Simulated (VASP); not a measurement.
A run of VASP 6.6.1 is set up as follows.

File INCAR:

```
SYSTEM = SiMo3
PREC     = Accurate       ! precision mode
ENCUT    = 520            ! plane-wave cutoff, eV
EDIFF    = 1E-7           ! SCF threshold, eV
ISMEAR   = 0              ! smearing method
SIGMA    = 0.15           ! smearing width, eV
LREAL    = .FALSE.        ! projectors in reciprocal space
LASPH    = .TRUE.         ! aspherical terms in the spheres
NELM     = 60             ! most SCF steps
ALGO     = Fast           ! electronic algorithm
ISIF     = 2              ! what is computed and relaxed
LWAVE    = .FALSE.        ! write WAVECAR
LCHARG   = .FALSE.        ! write CHGCAR
GGA      = PE             ! functional
NBANDS   = 56             ! bands
```

File KPOINTS:

```
regular mesh
0
G
  8 8 8
  0 0 0
```

POSCAR

```
SiMo3
1.0
    4.9064535172      0.0000000000      0.0000000000
    0.0000000000      4.9064535172      0.0000000000
    0.0000000000      0.0000000000      4.9064535172
Si Mo
2 6
Direct
    0.0000000000      0.0000000000     -0.0366863763
    0.5000000000      0.5000000000      0.5000000000
    0.2500000000      0.0000000000      0.5000000000
    0.5000000000      0.7500000000      0.0000000000
    0.7500000000      0.0000000000      0.5000000000
    0.5000000000      0.2500000000      0.0000000000
    0.0000000000      0.5000000000      0.7500000000
    0.0000000000      0.5000000000      0.2500000000
```

Potentials or basis: VASP PAW PBE potentials, release 64 (Si, Mo_sv).

Launch:

```console
$ cat potpaw_PBE.64/Si/POTCAR potpaw_PBE.64/Mo_sv/POTCAR > POTCAR
$ mpirun -np 1 vasp_std > vasp.out
```

Task: Estimate the largest force.

Result: 1.739 eV/Å.

Task: Estimate the pressure.

Result: 1.2 GPa.

Task: Predict the band gap on the k mesh.

Result: Zero (bands 46 and 47 overlap by 2.37 eV).

Stress tensor (GPa, compression positive):
```
0.85 0.00 0.00
0.00 0.81 0.00
0.00 0.00 1.87
```

Caveat: the cell differs from its parent crystal (atom 1 (Si) moved -0.180 Å along Cartesian [0 0 1]); forces of over 1 eV/Å act on the atoms, so gaps and moduli don't describe the material at rest.
